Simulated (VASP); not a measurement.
Input of a VASP 6.6.1 run:

File INCAR:

```
SYSTEM = Ge
PREC = Accurate
ENCUT = 520
EDIFF = 1E-6
ISMEAR = 0
SIGMA = 0.1
LREAL = .False.
LASPH = .True.
NELM = 60
ALGO = Normal
ISIF = 2
LWAVE = .False.
LCHARG = .False.
GGA = PS
NBANDS = 13
```

Contents of KPOINTS:

```
regular mesh
0
Gamma
  8 8 8
  0 0 0
```

POSCAR

```
Ge
1.0
   -1.4737797064      1.4737797064      2.1424963900
    1.4737797064     -1.4737797064      2.1424963900
    1.4737797064      1.4737797064     -2.1424963900
Ge
1
Direct
    0.0000000000      0.0000000000      0.0000000000
```

Potentials or basis: VASP PAW PBE potentials, release 64 (Ge_d).

Launch:

```console
$ cat potpaw_PBE.64/Ge_d/POTCAR > POTCAR
$ mpirun -np 1 vasp_std > vasp.out
```

(1) Estimate the band gap on the k mesh.

(2) Estimate the pressure.

Answers

(1) zero (band 7 reaches 15.92 eV, above the bottom of band 8 at 4.68 eV).

(2) 0.0 GPa.

Caveat: the k points lie up to 0.38 Å⁻¹ apart; the PAW data sets were made with another functional, which shifts forces and pressure a little.
